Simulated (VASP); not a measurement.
Crystal: MgI2.

```
CELL_PARAMETERS angstrom
4.15721 0.00000 0.00000
-2.07861 3.60025 0.00000
0.00000 0.00000 6.87333
ATOMIC_POSITIONS crystal
Mg 0.00000 0.00000 0.00000
I 0.33333 0.66667 0.24262
I 0.66667 0.33333 0.75738
```

Base run:

* Program: VASP 6.6.1
* Functional: PBE
* Potentials or basis: VASP PAW PBE potentials, release 64 (Mg, I)
* Cutoff: 520 eV
* k mesh: 6 × 6 × 4
* Occupations: gaussian, width 0.01 eV
* Spin: no spin polarisation

Its results: band gap on the k mesh 3.51 eV, indirect (least direct gap 3.67 eV); pressure 1.1 GPa.

Question: The run is repeated on the same cell with these changes: functional from PBE to r2SCAN; further incar settings from ALGO = Normal; EDIFF = 1e-06; NBANDS = 15 to ALGO = Normal; EDIFF = 1e-07; NBANDS = 15. What comes out?

Answer: Band gap on the k mesh 4.10 eV, indirect (least direct gap 4.48 eV); pressure 0.5 GPa.

Caveats: spin-orbit coupling is left out, which moves the levels of the heavy elements; this functional lacks dispersion, which binds the layers, so the pressure and a relaxed spacing across them are unreliable (some runs); the PAW data sets were made with another functional, which shifts forces and pressure a little (some runs).

A k mesh can miss the band edges.
